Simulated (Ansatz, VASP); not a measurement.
## Two plane-wave programs on HfO2

```
Hf O
1.0
     5.15503    0.06386    0.06386
     0.06386    5.15503    0.06386
     0.06386    0.06386    5.15503
Hf O
4 8
Cartesian
  0.0795 0.0795 0.0795
  5.2287 2.6980 2.6980
  2.6980 5.2287 2.6980
  2.6980 2.6980 5.2287
  1.2483 1.2483 1.2483
  1.5490 1.5490 3.7923
  1.5490 3.7923 1.5490
  1.2762 4.0846 4.0846
  3.7923 1.5490 1.5490
  4.0846 1.2762 4.0846
  4.0846 4.0846 1.2762
  3.7936 3.7936 3.7936
```

Alike in both runs: functional PBEsol; k mesh 4 × 4 × 4; no spin polarisation.

Ansatz relaxed the structure, and its values are those at the end. VASP's run is a single point on that final structure, the one shown.

|  | VASP | Ansatz |
| --- | --- | --- |
| version | VASP 6.6.1 | Ansatz 0.2.0 |
| potentials or method | VASP PAW PBE potentials, release 64 (Hf_pv, O), cutoff 520 eV | scalar-relativistic, plane waves, PAW |
| occupations | gaussian, width 0.01 eV | fixed |
| valence electrons in the cell | 88 | 152 |

```tsv
	VASP	Ansatz	Ansatz less VASP
gap on the k mesh at the Fermi level (eV)	4.13	4.16	+0.025
least direct gap on the mesh (eV)	4.14	4.16	+0.020
pressure (GPa)	-13.4	-10.4	+2.99
rms of the force components (eV/Å)	0.012	0.002	-0.0091
```

VASP's potentials were made for PBE, not for PBEsol. VASP's potentials hold 88 valence electrons a cell and Ansatz's 152, so a difference there can come from the potentials and not from the codes. Ansatz's warnings: stress scf threshold loose.

Neither program's run includes spin-orbit coupling.
